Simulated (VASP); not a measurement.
# NdMo (R-3m) in VASP: further runs, part 2 of 2

VASP 6.6.1. The steps go on from the part before.

## 3. Relaxation of shape and atoms at fixed volume, PBE (27.42 Å³/atom)

Input file INCAR:

```
ALGO = Normal ; EDIFF = 1E-7
EDIFFG = -0.01 ; ENCUT = 500
GGA = PE ; GGA_COMPAT = False
IBRION = 2 ; ISIF = 4
ISMEAR = 0 ; LASPH = True
LCHARG = False ; LMAXMIX = 6
LREAL = False ; LWAVE = False
NELM = 200 ; NELMIN = 4
NSW = 50 ; PREC = Accurate
SIGMA = 0.1
```

Input file KPOINTS:

```
k-points
0
Gamma
  12 12 12
```

Input file POSCAR:

```
NdMo
1.0
    2.1779632907      1.2574476922      6.6747925319
   -2.1779632907      1.2574476922      6.6747925319
    0.0000000000     -2.5148953844      6.6747925319
Nd Mo
2 2
Direct
    0.0996641423      0.0996641423      0.0996641423
    0.9003358577      0.9003358577      0.9003358577
    0.6807178002      0.6807178002      0.6807178002
    0.3192821998      0.3192821998      0.3192821998
```

Potentials or basis: VASP PAW PBE potentials, release 64 (Nd_3, Mo_sv), 4f in core.

The run is started by

```console
cat potpaw_PBE.64/Nd_3/POTCAR potpaw_PBE.64/Mo_sv/POTCAR > POTCAR
mpirun -np 1 vasp_std > vasp.out
```

OUTCAR:

```text
EDIFF = 1E-7
   EDIFFG = -0.01
   ENCUT = 500
   GGA = PE
   IBRION = 2
   ISIF = 4
   ISMEAR = 0
   LASPH = True
   LREAL = False
   NELM = 200
   NELMIN = 4
   NSW = 50
   PREC = Accurate

 ion  position               nearest neighbor table
   1  0.100  0.100  0.100-   3 3.04   3 3.04   3 3.04   4 3.39   4 3.39   4 3.39   2 3.68   2 3.68
                             2 3.68
   2  0.900  0.900  0.900-   4 3.04   4 3.04   4 3.04   3 3.39   3 3.39   3 3.39   1 3.68   1 3.68
                             1 3.68
   3  0.681  0.681  0.681-   4 2.58   4 2.58   4 2.58   1 3.04   1 3.04   1 3.04   2 3.39   2 3.39
                             2 3.39
   4  0.319  0.319  0.319-   3 2.58   3 2.58   3 2.58   2 3.04   2 3.04   2 3.04   1 3.39   1 3.39
                             1 3.39

  LATTYP: Found a trigonal (rhomboedric) cell.
 ALAT       =     7.1328503516
 COS(alpha) =     0.8135317558

  Lattice vectors:

 A1 = (   2.1779632907,   1.2574476922,   6.6747925319)
 A2 = (  -2.1779632907,   1.2574476922,   6.6747925319)
 A3 = (   0.0000000000,  -2.5148953844,   6.6747925319)

Analysis of symmetry for initial positions (statically):
=====================================================================
 Subroutine PRICEL returns:
 Original cell was already a primitive cell.

 Routine SETGRP: Setting up the symmetry group for a
 trigonal (rhombohedral) supercell.

 Subroutine GETGRP returns: Found 12 space group operations
 (whereof 12 operations were pure point group operations)
 out of a pool of 12 trial point group operations.

The static configuration has the point symmetry D_3d.

Analysis of symmetry for dynamics (positions and initial velocities):
=====================================================================
 Subroutine PRICEL returns:
 Original cell was already a primitive cell.

 Routine SETGRP: Setting up the symmetry group for a
 trigonal (rhombohedral) supercell.

 Subroutine GETGRP returns: Found 12 space group operations
 (whereof 12 operations were pure point group operations)
 out of a pool of 12 trial point group operations.

The dynamic configuration has the point symmetry D_3d.

 Subroutine INISYM returns: Found 12 space group operations
 (whereof 12 operations are pure point group operations),
 and found     1 'primitive' translations

----------------------------------------------------------------------------------------

                                     Primitive cell

  volume of cell :     109.6805

  direct lattice vectors                    reciprocal lattice vectors
     2.177963291  1.257447692  6.674792532     0.229572281  0.132543618  0.049939130
    -2.177963291  1.257447692  6.674792532    -0.229572281  0.132543618  0.049939130
     0.000000000 -2.514895384  6.674792532     0.000000000 -0.265087236  0.049939130

  length of vectors
     7.132850352  7.132850352  7.132850352     0.269750180  0.269750180  0.269750180

  position of ions in fractional coordinates (direct lattice)
     0.099664142  0.099664142  0.099664142
     0.900335858  0.900335858  0.900335858
     0.680717800  0.680717800  0.680717800
     0.319282200  0.319282200  0.319282200

  ion indices of the primitive-cell ions
   primitive index   ion index
                 1           1
                 2           2
                 3           3
                 4           4

[... 54 lines left out ...]
   number of dos      NEDOS =    301   number of ions     NIONS =      4
   total plane-waves  NPLWV = 157464
   dimension x,y,z NGX =    54 NGY =   54 NGZ =   54
   dimension x,y,z NGXF=   108 NGYF=  108 NGZF=  108
   ions per type =               2   2
   NGX,Y,Z   is equivalent  to a cutoff of  12.59, 12.59, 12.59 a.u.
   NGXF,Y,Z  is equivalent  to a cutoff of  25.17, 25.17, 25.17 a.u.
 SYSTEM =  unknown system
   PREC   = accura    normal or accurate (medium, high low for compatibility)
   ISTART =      0    job   : 0-new  1-cont  2-samecut
   ICHARG =      2    charge: 1-file 2-atom 10-const
   ISPIN  =      1    spin polarized calculation?
   LNONCOLLINEAR =      F non collinear calculations
   LSORBIT =      F    spin-orbit coupling
   LASPH  =      T    aspherical Exc in radial PAW
   ENCUT  =  500.0 eV  36.75 Ry    6.06 a.u.  13.00 13.00 13.00*2*pi/ulx,y,z
   NELM   =    200;   NELMIN=  4; NELMDL= -5     # of ELM steps
   EDIFF  = 0.1E-06   stopping-criterion for ELM
   LREAL  =      F    real-space projection
   EDIFFG = -.1E-01   stopping-criterion for IOM
   NSW    =     50    number of steps for IOM
   IBRION =      2    ionic relax: 0-MD 1-quasi-New 2-CG
   NFREE  =      1    steps in history (QN), initial steepest desc. (CG)
   ISIF   =      4    stress and relaxation
   ISYM   =      2    0-nonsym 1-usesym 2-fastsym
   POTIM  = 0.5000    time-step for ionic-motion
   TEBEG  =    0.0;   TEEND  =   0.0 temperature during run
   PSTRESS=    0.0 pullay stress
   NELECT =      50.0000    total number of electrons
   NUPDOWN=      -1.0000    fix difference up-down
   EMIN   =  10.00;   EMAX   =-10.00  energy-range for DOS
   EFERMI =   0.00;   METHOD = LEGACY
   ISMEAR =     0;   SIGMA  =   0.10  broadening in eV -4-tet -1-fermi 0-gaus
   EFERMI_NEDOS =   21; number of points for ismear=-14 and -15
   IALGO  =     38    algorithm
   IMIX   =      4    mixing-type and parameters
     AMIX     =   0.40;   BMIX     =  1.00
     AMIX_MAG =   1.60;   BMIX_MAG =  1.00
  volume/ion in A,a.u.               =      27.42       185.04
  Fermi-wavevector in a.u.,A,eV,Ry     =   1.259955  2.380970 21.599063  1.587486
  Thomas-Fermi vector in A             =   2.393489
   LORBIT       =      0    0 simple, 1 ext, 2 COOP (PROOUT), +10 PAW based schemes
   GGA     = PE    functional components
   LHFCALC =     F    Hartree Fock is set to
   AEXX    =    0.0000 exact exchange contribution
   IVDW    =     0    specifies the selected vdW correction
   LEPSILON=     F    determine dielectric tensor
   LRPA    =     F    only Hartree local field effects (RPA)
 conjugate gradient relaxation of ions
 non-spin polarized calculation
 Gauss-broadening in eV      SIGMA  =   0.10
  energy-cutoff  :      500.00
  volume of cell :      109.68
 maximum number of plane-waves:      2804
 NGX is ok and might be reduce to    54
   NGX = 25   NGY = 25   NGZ = 25

--------------------------------------- Ionic step        1  -------------------------------------------

 number of electron      50.0000000 magnetization

 Free energy of the ion-electron system (eV)
  ---------------------------------------------------
  ext. energy  EPLUGINS =         0.00000000
  ---------------------------------------------------
  free energy    TOTEN  =       -29.98010214 eV

  energy without entropy =      -29.95832796  energy(sigma->0) =      -29.96921505

------------------------ aborting loop because EDIFF is reached ----------------------------------------

  FORCE on cell =-STRESS in cart. coord.  units (eV):
  Direction    XX          YY          ZZ          XY          YZ          ZX
  --------------------------------------------------------------------------------------
  -------------------------------------------------------------------------------------
  Total       -1.5928301     -1.5928301     -1.1353999      0.0000000     -0.0000000      0.0000000
  in kB      -23.2675440    -23.2675440    -16.5855518      0.0000000     -0.0000000      0.0000000
  external PRESSURE =     -21.0402133 kB  Pullay stress =       0.0000000 kB
[... 177 lines left out ...]
--------------------------------------- Ionic step        6  -------------------------------------------

 number of electron      49.9999998 magnetization

 Free energy of the ion-electron system (eV)
  ---------------------------------------------------
  ext. energy  EPLUGINS =         0.00000000
  ---------------------------------------------------
  free energy    TOTEN  =       -29.99040300 eV

  energy without entropy =      -29.96836966  energy(sigma->0) =      -29.97938633

 E-fermi :   5.1998     XC(G=0): -10.3653

 val. band max:        5.1979593904   @ k =  -0.4167   0.0833   0.0000
 cond. band min:       5.2024635698   @ k =  -0.3333   0.1667   0.0833
 fundamental gap:      0.0045041794
 Fermi energy:         5.1998380421

 k-point     1 :       0.0000    0.0000    0.0000
  band No.  band energies     occupation
      1     -55.1430      2.00000
      2     -54.8023      2.00000
      3     -32.4148      2.00000
      4     -32.3667      2.00000
      5     -29.6299      2.00000
      6     -29.6299      2.00000
[... 781 lines left out ...]
     29       6.8974      0.00000
     30       7.2347      0.00000

 [... further k-points ...]

------------------------ aborting loop because EDIFF is reached ----------------------------------------

  FORCE on cell =-STRESS in cart. coord.  units (eV):
  Direction    XX          YY          ZZ          XY          YZ          ZX
  --------------------------------------------------------------------------------------
  -------------------------------------------------------------------------------------
  Total       -0.7006689     -0.7006689     -0.6997986      0.0000000      0.0000000      0.0000000
  in kB      -10.2351434    -10.2351434    -10.2224299      0.0000000      0.0000000      0.0000000
  external PRESSURE =     -10.2309055 kB  Pullay stress =       0.0000000 kB
[... 19 lines left out ...]
  FREE ENERGIE OF THE ION-ELECTRON SYSTEM (eV)
  ---------------------------------------------------
  free  energy   TOTEN  =       -29.9904030013 eV

  energy  without entropy=      -29.9683696631  energy(sigma->0) =      -29.97938633

 reached required accuracy - stopping structural energy minimisation
```

CONTCAR:

```text
NdMo
   1.00000000000000
     2.1635291146220599    1.2491141167511757    6.7641525664822026
    -2.1635291146220599    1.2491141167511757    6.7641525664822026
     0.0000000000000000   -2.4982282335023513    6.7641525664822026
  Nd              Mo
     2     2
Direct
     0.0980430470874717    0.0980430470874717    0.0980430470874717
     0.9019569529125283    0.9019569529125283    0.9019569529125283
     0.6804807223166803    0.6804807223166803    0.6804807223166803
     0.3195192776833197    0.3195192776833197    0.3195192776833197

  0.00000000E+00  0.00000000E+00  0.00000000E+00
  0.00000000E+00  0.00000000E+00  0.00000000E+00
  0.00000000E+00  0.00000000E+00  0.00000000E+00
  0.00000000E+00  0.00000000E+00  0.00000000E+00
```

Run time: 55 min. Hardware: 1 thread of Intel Xeon 6975P-C (Granite Rapids), shared host; peak memory 0.82 GiB.

Results:

| Quantity | Value |
| --- | --- |
| Free energy | -29.9904 eV |
| Energy gained by relaxing | 2.6 meV/atom |
| Ionic steps | 6 |
| Pressure after relaxing | -1.0 GPa |
| Band gap on the k mesh | zero (bands 25 and 26 overlap by 0.77 eV) |

The path:
```tsv
step	energy change (eV)	largest force (eV/Å)	pressure (GPa)	volume (Å³)
1	0.0000	0.2084	-2.10	109.68
2	-0.0054	0.1406	-1.76	109.68
3	-0.0095	0.0674	-1.15	109.68
4	-0.0095	0.0789	-1.08	109.68
5	-0.0102	0.0270	-1.04	109.68
6	-0.0103	0.0003	-1.02	109.68
```

Final structure:
```yaml
crystal:
  lattice:
    - [2.16353, 1.24911, 6.76415]
    - [-2.16353, 1.24911, 6.76415]
    - [0.00000, -2.49823, 6.76415]
  atoms:
    - { symbol: Nd, position: [0.09804, 0.09804, 0.09804] }
    - { symbol: Nd, position: [0.90196, 0.90196, 0.90196] }
    - { symbol: Mo, position: [0.68048, 0.68048, 0.68048] }
    - { symbol: Mo, position: [0.31952, 0.31952, 0.31952] }
```

Caveat: spin-orbit coupling is left out, which moves the levels of the heavy elements; the 4f electrons are frozen in the core, so they carry no moment and show no levels. Spin polarisation is off, so any magnetic state and its effect on volume and gap are missing.
